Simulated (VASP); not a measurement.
A run of VASP 6.6.1:

File INCAR:

```
ALGO = Normal ; EDIFF = 1E-8
ENCUT = 400 ; GGA_COMPAT = F
ISIF = 2 ; ISMEAR = -1
ISPIN = 2 ; LASPH = T
LCHARG = F ; LEFG = T
LMAXMIX = 4 ; LORBIT = 11
LREAL = F ; LWAVE = F
MAGMOM = 2 2 0 0 0 0 ; NBANDS = 39
NELM = 200 ; PREC = Accurate
SIGMA = 0.02
```

KPOINTS

```
k-points
0
Gamma
  16 16 4
```

POSCAR

```
MoS2
1.0
    3.1400000000      0.0000000000      0.0000000000
   -1.5700000000      2.7193197679      0.0000000000
    0.0000000000      0.0000000000     12.5300000000
Mo S
2 4
Direct
    0.3333333333      0.6666666667      0.2500000000
    0.6666666667      0.3333333333      0.7500000000
    0.3333333333      0.6666666667      0.6244606484
    0.6666666667      0.3333333333      0.1244606484
    0.3333333333      0.6666666667      0.8755393516
    0.6666666667      0.3333333333      0.3755393516
```

Potentials or basis: VASP PAW LDA potentials, release 64 (Mo_sv, S).

The run is started by

```console
$ cat potpaw_LDA.64/Mo_sv/POTCAR potpaw_LDA.64/S/POTCAR > POTCAR
$ mpirun -np 1 vasp_std > vasp.out
```

Hardware: 1 thread of Oxide Virtual Turin-like Processor, with other jobs on the host.

**Question.** Estimate the wall time of this run.

**Answer.** Wall time 6.8 min on 1 thread of Oxide Virtual Turin-like Processor, on a shared host, peak memory 0.37 GiB. Counts: scf iterations 18, k points 90.
